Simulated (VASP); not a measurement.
# SnO (Pmn2_1) in VASP: settings compared

SnO is run at these levels: HSE06, PBE-based global hybrid with 75 % exact exchange; tasks: single point.

Everything below comes from runs of VASP 6.6.1. Logs are shortened: lines on timing, memory, paths and dates and some standing lists are left out, and cuts for length are marked.

## Step 1: The cell of the first run

Symmetry: Pmn2_1, No. 31, orthorhombic system. The conventional cell has a = 3.303 Å, b = 5.758 Å, c = 4.001 Å, α = 90.00°, β = 90.00°, γ = 90.00°. Within 2.8 Å of Sn (site symmetry m) lie 3 O at 2.12 to 2.13 Å. Within 2.9 Å of O (site symmetry m) lie 3 Sn at 2.12 to 2.13 Å and 4 O at 2.87 Å.

## Step 2: Single point, HSE06

File POSCAR:

```
SnO
1.0
    3.3031148596      0.0000000000      0.0000000000
    0.0000000000      5.7577051009      0.0000000000
    0.0000000000      0.0000000000      4.0008069970
Sn O
2 2
Direct
    0.0000000000      0.2294420234      0.5172649392
    0.5000000000      0.7705579766      0.0172649392
    0.0000000000      0.8935339390      0.7327360608
    0.5000000000      0.1064660610      0.2327360608
```

File INCAR.step1:

```
ALGO     = Normal         # electronic algorithm
EDIFF    = 1E-5           # SCF threshold, eV
ENCUT    = 520            # plane-wave cutoff, eV
GGA      = PE             # functional
ISIF     = 2              # what is computed and relaxed
ISMEAR   = 0              # smearing method
LASPH    = T              # aspherical terms in the spheres
LCHARG   = F              # write CHGCAR
LREAL    = F              # projectors in reciprocal space
LWAVE    = T              # write WAVECAR
NBANDS   = 28             # bands
NELM     = 60             # most SCF steps
PREC     = Accurate       # precision mode
SIGMA    = 0.05           # smearing width, eV
```

File INCAR.step2:

```
ALGO     = Normal         # electronic algorithm
EDIFF    = 1E-6           # SCF threshold, eV
ENCUT    = 520            # plane-wave cutoff, eV
GGA      = PE             # functional
HFSCREEN = 0.2079         # screening, 1/A
ISIF     = 2              # what is computed and relaxed
ISMEAR   = 0              # smearing method
ISTART   = 1            
LASPH    = T              # aspherical terms in the spheres
LCHARG   = F              # write CHGCAR
LHFCALC  = T              # exact exchange
LREAL    = F              # projectors in reciprocal space
LWAVE    = F              # write WAVECAR
NBANDS   = 28             # bands
NELM     = 60             # most SCF steps
PREC     = Accurate       # precision mode
PRECFOCK = Normal       
SIGMA    = 0.05           # smearing width, eV
```

File KPOINTS:

```
k-points
0
Gamma
  4 2 4
```

Potentials or basis: VASP PAW PBE potentials, release 64 (Sn_d, O).

Command:

```bash
> cat potpaw_PBE.64/Sn_d/POTCAR potpaw_PBE.64/O/POTCAR > POTCAR
> cp INCAR.step1 INCAR
> mpirun -np 1 vasp_std > vasp.out
> cp INCAR.step2 INCAR
> mpirun -np 1 vasp_std > vasp.out
```

OUTCAR:

```text
EDIFF = 1E-6
   ENCUT = 520
   GGA = PE
   HFSCREEN = 0.2079
   ISIF = 2
   ISMEAR = 0
   ISTART = 1
   LASPH = T
   LHFCALC = T
   LREAL = F
   NELM = 60
   PREC = Accurate
   PRECFOCK = Normal

 ion  position               nearest neighbor table
   1  0.000  0.229  0.517-   3 2.12   4 2.13   4 2.13   2 3.70   2 3.70   2 3.70   2 3.70
   2  0.500  0.771  0.017-   4 2.12   3 2.13   3 2.13   1 3.70   1 3.70   1 3.70   1 3.70
   3  0.000  0.894  0.733-   1 2.12   2 2.13   2 2.13
   4  0.500  0.106  0.233-   2 2.12   1 2.13   1 2.13

  LATTYP: Found a simple orthorhombic cell.
 ALAT       =     3.3031148596
 B/A-ratio  =     1.2112224876
 C/A-ratio  =     1.7431138019

  Lattice vectors:

 A1 = (  -3.3031148596,   0.0000000000,   0.0000000000)
 A2 = (   0.0000000000,   0.0000000000,   4.0008069970)
 A3 = (   0.0000000000,   5.7577051009,   0.0000000000)

Analysis of symmetry for initial positions (statically):
=====================================================================
 Subroutine PRICEL returns:
 Original cell was already a primitive cell.

 Routine SETGRP: Setting up the symmetry group for a
 simple orthorhombic supercell.

 Subroutine GETGRP returns: Found  4 space group operations
 (whereof  2 operations were pure point group operations)
 out of a pool of  8 trial point group operations.

The static configuration has the point symmetry C_1h.
 The point group associated with its full space group is C_2v.

Analysis of symmetry for dynamics (positions and initial velocities):
=====================================================================
 Subroutine PRICEL returns:
 Original cell was already a primitive cell.

 Routine SETGRP: Setting up the symmetry group for a
 simple orthorhombic supercell.

 Subroutine GETGRP returns: Found  4 space group operations
 (whereof  2 operations were pure point group operations)
 out of a pool of  8 trial point group operations.

The dynamic configuration has the point symmetry C_1h.
 The point group associated with its full space group is C_2v.

 Subroutine INISYM returns: Found  4 space group operations
 (whereof  2 operations are pure point group operations),
 and found     1 'primitive' translations

----------------------------------------------------------------------------------------

                                     Primitive cell

  volume of cell :      76.0888

  direct lattice vectors                    reciprocal lattice vectors
     3.303114860  0.000000000  0.000000000     0.302744543  0.000000000  0.000000000
     0.000000000  5.757705101  0.000000000     0.000000000  0.173680309  0.000000000
     0.000000000  0.000000000  4.000806997     0.000000000  0.000000000  0.249949573

  length of vectors
     3.303114860  5.757705101  4.000806997     0.302744543  0.173680309  0.249949573

  position of ions in fractional coordinates (direct lattice)
     0.000000000  0.229442023  0.517264939
     0.500000000  0.770557977  0.017264939
     0.000000000  0.893533939  0.732736061
     0.500000000  0.106466061  0.232736061

  ion indices of the primitive-cell ions
   primitive index   ion index
                 1           1
                 2           2
                 3           3
                 4           4

----------------------------------------------------------------------------------------

 KPOINTS: k-points

Automatic generation of k-mesh.
 Grid dimensions read from file:
 generate k-points for:    4    2    4

 Generating k-lattice:

  Cartesian coordinates                     Fractional coordinates (reciprocal lattice)
     0.075686136  0.000000000  0.000000000     0.250000000  0.000000000  0.000000000
     0.000000000  0.086840154  0.000000000     0.000000000  0.500000000  0.000000000
     0.000000000  0.000000000  0.062487393     0.000000000  0.000000000  0.250000000

  Length of vectors
     0.075686136  0.086840154  0.062487393

  Shift w.r.t. Gamma in fractional coordinates (k-lattice)
     0.000000000  0.000000000  0.000000000

 Subroutine IBZKPT returns following result:
 ===========================================

 Found     18 irreducible k-points:

 Following reciprocal coordinates:
            Coordinates               Weight
  0.000000  0.000000  0.000000      1.000000
  0.250000  0.000000  0.000000      2.000000
  0.500000  0.000000  0.000000      1.000000
  0.000000  0.500000  0.000000      1.000000
  0.250000  0.500000  0.000000      2.000000
  0.500000  0.500000  0.000000      1.000000
[... 10 lines left out ...]
  0.250000  0.500000  0.500000      2.000000
  0.500000  0.500000  0.500000      1.000000
   k-points           NKPTS =     18   k-points in BZ     NKDIM =     32   number of bands    NBANDS=     28
   number of dos      NEDOS =    301   number of ions     NIONS =      4
   total plane-waves  NPLWV =  40320
   dimension x,y,z NGX =    28 NGY =   48 NGZ =   30
   dimension x,y,z NGXF=    56 NGYF=   96 NGZF=   60
   ions per type =               2   2
   NGX,Y,Z   is equivalent  to a cutoff of  14.09, 13.86, 12.47 a.u.
   NGXF,Y,Z  is equivalent  to a cutoff of  28.18, 27.72, 24.93 a.u.
 SYSTEM =  unknown system
   PREC   = accura    normal or accurate (medium, high low for compatibility)
   ISTART =      1    job   : 0-new  1-cont  2-samecut
   ICHARG =      0    charge: 1-file 2-atom 10-const
   ISPIN  =      1    spin polarized calculation?
   LNONCOLLINEAR =      F non collinear calculations
   LSORBIT =      F    spin-orbit coupling
   LASPH  =      T    aspherical Exc in radial PAW
   ENCUT  =  520.0 eV  38.22 Ry    6.18 a.u.   6.14 10.71  7.44*2*pi/ulx,y,z
   NELM   =     60;   NELMIN=  2; NELMDL=  0     # of ELM steps
   EDIFF  = 0.1E-05   stopping-criterion for ELM
   LREAL  =      F    real-space projection
   EDIFFG = 0.1E-04   stopping-criterion for IOM
   NSW    =      0    number of steps for IOM
   IBRION =     -1    ionic relax: 0-MD 1-quasi-New 2-CG
   NFREE  =      0    steps in history (QN), initial steepest desc. (CG)
   ISIF   =      2    stress and relaxation
   ISYM   =      3    0-nonsym 1-usesym 2-fastsym
   POTIM  = 0.5000    time-step for ionic-motion
   TEBEG  =    0.0;   TEEND  =   0.0 temperature during run
   PSTRESS=    0.0 pullay stress
   NELECT =      40.0000    total number of electrons
   NUPDOWN=      -1.0000    fix difference up-down
   EMIN   =  10.00;   EMAX   =-10.00  energy-range for DOS
   EFERMI =   0.00;   METHOD = LEGACY
   ISMEAR =     0;   SIGMA  =   0.05  broadening in eV -4-tet -1-fermi 0-gaus
   EFERMI_NEDOS =   21; number of points for ismear=-14 and -15
   IALGO  =     38    algorithm
   IMIX   =      1    mixing-type and parameters
     AMIX     =   0.40;   BMIX     =  1.00
     AMIX_MAG =   1.60;   BMIX_MAG =  1.00
  volume/ion in A,a.u.               =      19.02       128.37
  Fermi-wavevector in a.u.,A,eV,Ry     =   1.321259  2.496817 23.752032  1.745725
  Thomas-Fermi vector in A             =   2.451026
   LORBIT       =      0    0 simple, 1 ext, 2 COOP (PROOUT), +10 PAW based schemes
   GGA     = PE    functional components
   LHFCALC =     T    Hartree Fock is set to
   PRECFOCK=normal    Normal, Fast or Accurate (Low or Medium for compatibility)
   ENCUT4O =  -1.0   cutoff for four orbital integrals eV
   NKREDX  =     1    reduce k-point grid by
   NKREDY  =     1    reduce k-point grid by
   NKREDZ  =     1    reduce k-point grid by
   AEXX    =    0.2500 exact exchange contribution
   HFSCREEN=    0.2079 screening length (either q_TF or 0.3 A-1)
   HFSCREENC=   0.2079 screening length for correlation (either q_TF or 0.3 A-1)
   ENCUTFOCK=  -1.0 apply spherical cutoff to Coloumb kernel
   IVDW    =     0    specifies the selected vdW correction
   LEPSILON=     F    determine dielectric tensor
   LRPA    =     F    only Hartree local field effects (RPA)
 non-spin polarized calculation
 Gauss-broadening in eV      SIGMA  =   0.05
  energy-cutoff  :      520.00
  volume of cell :       76.09
 maximum number of plane-waves:      2088
 NGX is ok and might be reduce to    28
  NGX = 20; NGY = 36; NGZ = 24

 number of electron      40.0000011 magnetization

 Free energy of the ion-electron system (eV)
  ---------------------------------------------------
  ext. energy  EPLUGINS =         0.00000000
  ---------------------------------------------------
  free energy    TOTEN  =       -27.72447627 eV

  energy without entropy =      -27.72447627  energy(sigma->0) =      -27.72447627

 E-fermi :   5.2889     XC(G=0):  -8.1260

 val. band max:        4.9650391591   @ k =   0.0000   0.0000   0.0000
 cond. band min:       7.6028847488   @ k =   0.0000   0.5000   0.5000
 fundamental gap:      2.6378455897
 Fermi energy:         5.2889409917

 k-point     1 :       0.0000    0.0000    0.0000
  band No.  band energies     occupation
      1     -18.4458      2.00000
      2     -17.9803      2.00000
      3     -17.8602      2.00000
      4     -17.8342      2.00000
      5     -17.8039      2.00000
      6     -17.7762      2.00000
[... 20 lines left out ...]
     27      14.9910      0.00000
     28      15.9438      0.00000

 k-point     2 :       0.2500    0.0000    0.0000
  band No.  band energies     occupation
      1     -18.4367      2.00000
      2     -18.1451      2.00000
      3     -17.8537      2.00000
      4     -17.8335      2.00000
      5     -17.8131      2.00000
      6     -17.7741      2.00000
[... 20 lines left out ...]
     27      14.8574      0.00000
     28      16.0511      0.00000

 k-point     3 :       0.5000    0.0000    0.0000
  band No.  band energies     occupation
      1     -18.4042      2.00000
      2     -18.4042      2.00000
      3     -17.8198      2.00000
      4     -17.8198      2.00000
      5     -17.7683      2.00000
      6     -17.7683      2.00000
[... 430 lines left out ...]
      3     -17.8554      2.00000
      4     -17.8554      2.00000
      5     -17.7810      2.00000
      6     -17.7810      2.00000
[... 20 lines left out ...]
     27      16.4573      0.00000
     28      16.4573      0.00000

 k-point    18 :       0.5000    0.5000    0.5000
  band No.  band energies     occupation
      1     -18.4404      2.00000
      2     -18.4404      2.00000
      3     -17.8447      2.00000
      4     -17.8447      2.00000
      5     -17.7461      2.00000
      6     -17.7461      2.00000
[... 20 lines left out ...]
     27      16.7734      0.00000
     28      16.7735      0.00000

------------------------ aborting loop because EDIFF is reached ----------------------------------------

  FORCE on cell =-STRESS in cart. coord.  units (eV):
  Direction    XX          YY          ZZ          XY          YZ          ZX
  --------------------------------------------------------------------------------------
  -------------------------------------------------------------------------------------
  Total        0.3865731      0.1455265      0.5787447      0.0000000      0.0000000      0.0000000
  in kB        8.1399451      3.0643053     12.1864412      0.0000000      0.0000000      0.0000000
  external PRESSURE =       7.7968972 kB  Pullay stress =       0.0000000 kB

 VOLUME and BASIS-vectors are now :
 -----------------------------------------------------------------------------
  energy-cutoff  :      520.00
  volume of cell :       76.09
      direct lattice vectors                 reciprocal lattice vectors
     3.303114860  0.000000000  0.000000000     0.302744543  0.000000000  0.000000000
     0.000000000  5.757705101  0.000000000     0.000000000  0.173680309  0.000000000
     0.000000000  0.000000000  4.000806997     0.000000000  0.000000000  0.249949573

 POSITION                                       TOTAL-FORCE (eV/Angst)
 -----------------------------------------------------------------------------------
      0.00000      1.32106      2.06948         0.000000     -0.012159     -0.037431
      1.65156      4.43665      0.06907         0.000000      0.012159     -0.037431
      0.00000      5.14470      2.93154         0.000000     -0.003911      0.037431
      1.65156      0.61300      0.93113         0.000000      0.003911      0.037431
 -----------------------------------------------------------------------------------
    total drift:                                0.000001      0.000003     -0.000480

  FREE ENERGIE OF THE ION-ELECTRON SYSTEM (eV)
  ---------------------------------------------------
  free  energy   TOTEN  =       -27.7244762670 eV

  energy  without entropy=      -27.7244762670  energy(sigma->0) =      -27.72447627
```

Run time: 51 min. Hardware: 1 thread of Oxide Virtual Turin-like, shared host; peak memory 0.31 GiB.

Results:

| Item | Value |
| --- | --- |
| Free energy | -27.7245 eV |
| Pressure | 0.8 GPa |
| Largest force | 0.039 eV/Å |
| Band gap on the k mesh | 2.64 eV (least direct gap 3.46 eV) |

Forces on the atoms (eV/Å):
```
Sn   0.000 -0.012 -0.037
Sn   0.000  0.012 -0.037
O    0.000 -0.004  0.037
O    0.000  0.004  0.037
```

Levels at points of the mesh, in eV from the valence-band top:
```tsv
k point	band 16	band 17	band 18	band 19	band 20	band 21	band 22	band 23	band 24	band 25
(0.00, 0.00, 0.00)	-4.82	-4.65	-3.38	-2.87	0.00	3.93	4.06	7.23	7.29	9.57
(0.50, 0.00, 0.00)	-5.27	-3.57	-3.57	-1.36	-1.36	3.33	3.33	6.94	6.94	8.24
(0.00, 0.50, 0.00)	-4.79	-4.35	-3.40	-2.33	-1.98	4.28	5.31	6.27	6.28	8.34
(0.50, 0.50, 0.00)	-5.12	-3.59	-3.59	-1.08	-1.08	2.71	2.71	7.72	7.72	8.45
(0.00, 0.00, 0.50)	-4.24	-4.04	-4.04	-2.02	-2.02	3.44	3.44	6.51	6.51	9.51
(0.50, 0.00, 0.50)	-5.01	-4.06	-4.06	-1.11	-1.11	2.86	2.86	5.49	5.49	8.36
(0.00, 0.50, 0.50)	-4.04	-3.80	-3.80	-1.76	-1.76	2.64	2.64	7.13	7.13	9.38
(0.50, 0.50, 0.50)	-5.12	-4.29	-4.29	-0.50	-0.50	3.15	3.15	5.10	5.10	7.42
```

Caveat: the k points lie up to 0.55 Å⁻¹ apart; the PAW data sets were made with another functional, which shifts forces and pressure a little; spin-orbit coupling is left out, which moves the levels of the heavy elements. A k mesh can miss the band edges.

## Step 3: Single point, PBE-based global hybrid with 75 % exact exchange

POSCAR is that of step 2.

File INCAR.step1:

```
PREC = Accurate ; ENCUT = 520
EDIFF = 1E-5 ; ISMEAR = 0
SIGMA = 0.01 ; LREAL = False
LASPH = True ; NELM = 80
ALGO = Normal ; ISIF = 2
LWAVE = True ; LCHARG = False
NBANDS = 28 ; GGA = PE
```

File INCAR.step2:

```
PREC = Accurate ; ENCUT = 520
EDIFF = 1E-6 ; ISMEAR = 0
SIGMA = 0.01 ; LREAL = False
LASPH = True ; NELM = 80
ALGO = Normal ; ISIF = 2
LWAVE = False ; LCHARG = False
GGA = PE ; LHFCALC = True
AEXX = 0.75 ; PRECFOCK = Normal
NBANDS = 28 ; ISTART = 1
```

File KPOINTS:

```
Automatic mesh
0
Gamma
  4 2 4
```

Potentials or basis: VASP PAW PBE potentials, release 64 (Sn_d, O).

Command:

```bash
> cat potpaw_PBE.64/Sn_d/POTCAR potpaw_PBE.64/O/POTCAR > POTCAR
> cp INCAR.step1 INCAR
> mpirun -np 1 vasp_std > vasp.out
> cp INCAR.step2 INCAR
> mpirun -np 1 vasp_std > vasp.out
```

Wall time 74 min (1 thread of Oxide Virtual Turin-like, shared host); peak memory 0.2 GiB.

It converged, with:

| Quantity | Value |
| --- | --- |
| Free energy | -45.7478 eV |
| Pressure | -6.8 GPa |
| Largest force | 1.157 eV/Å |
| Band gap on the k mesh | 6.48 eV (least direct gap 7.37 eV) |

Forces on the atoms (eV/Å):
```
Sn   0.000 -1.060 -0.464
Sn   0.000  1.060 -0.464
O    0.000  0.245  0.464
O    0.000 -0.245  0.464
```

Stress tensor (GPa, compression positive):
```
-8.16  0.00  0.00
 0.00 -6.87  0.00
 0.00  0.00 -5.24
```

Levels at points of the mesh, in eV from the valence-band top:
```
           k point  band 18  band 19  band 20  band 21  band 22  band 23
(0.00, 0.00, 0.00)    -4.73    -4.36    -0.02     8.15     8.20    11.55
(0.50, 0.00, 0.00)    -5.28    -1.52    -1.52     7.25     7.25    11.55
(0.00, 0.50, 0.00)    -4.75    -3.11    -2.82     8.48     9.66    10.52
(0.50, 0.50, 0.00)    -5.29    -1.17    -1.17     6.58     6.58    12.39
(0.00, 0.00, 0.50)    -5.49    -2.62    -2.62     7.51     7.51    11.04
(0.50, 0.00, 0.50)    -5.57    -1.16    -1.16     6.60     6.60     9.82
(0.00, 0.50, 0.50)    -5.32    -2.16    -2.16     6.48     6.48    11.75
(0.50, 0.50, 0.50)    -5.76    -0.53    -0.53     6.88     6.88     9.43
```

Caveat: the k points lie up to 0.55 Å⁻¹ apart; the PAW data sets were made with another functional, which shifts forces and pressure a little; spin-orbit coupling is left out, which moves the levels of the heavy elements. A k mesh can miss the band edges.
